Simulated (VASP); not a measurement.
Runs of VASP 6.6.1 on Hf. The structure is that of space group Im-3m (No. 229), or close to it. The cells are those of the table. 

```tsv
cell	gap on the mesh (eV)	pressure (GPa)
a = 3.182 Å, angles 106.7, 110.9, 110.9°, 1 atom	none	-12.7
a = 3.111 Å, angles 110.3, 109.1, 109.1°, 1 atom	none	(b)
a = 3.142 Å, angles 108.7, 109.9, 109.9°, 1 atom	none	-10.4
a = 3.080 Å, angles 111.9, 108.3, 108.3°, 1 atom	none	-5.4
a = 3.095 Å, angles 111.1, 108.7, 108.7°, 1 atom	none	-6.9
a = 3.158 Å, angles 107.9, 110.3, 110.3°, 1 atom	none	-11.4
a = 3.174 Å, angles 107.1, 110.7, 110.7°, 1 atom	none	(a)
```

Alike in all rows: task single point; level PBEsol; potentials or basis VASP PAW PBE potentials, release 64 (Hf_pv); no spin polarisation; k mesh 18 × 18 × 18; cutoff (eV) 520; smearing gaussian 0.15 eV.

Q: Fill in the values left out.

A: (a) -12.3; (b) -8.1.

Caveats: the cell stands under tension; the PAW data sets were made with another functional, which shifts forces and pressure a little; spin-orbit coupling is left out, which moves the levels of the heavy elements.

A k mesh can miss the band edges, and the runs leave out spin-orbit coupling on Hf.

A gap of «none» marks levels without a gap at the run's occupations.
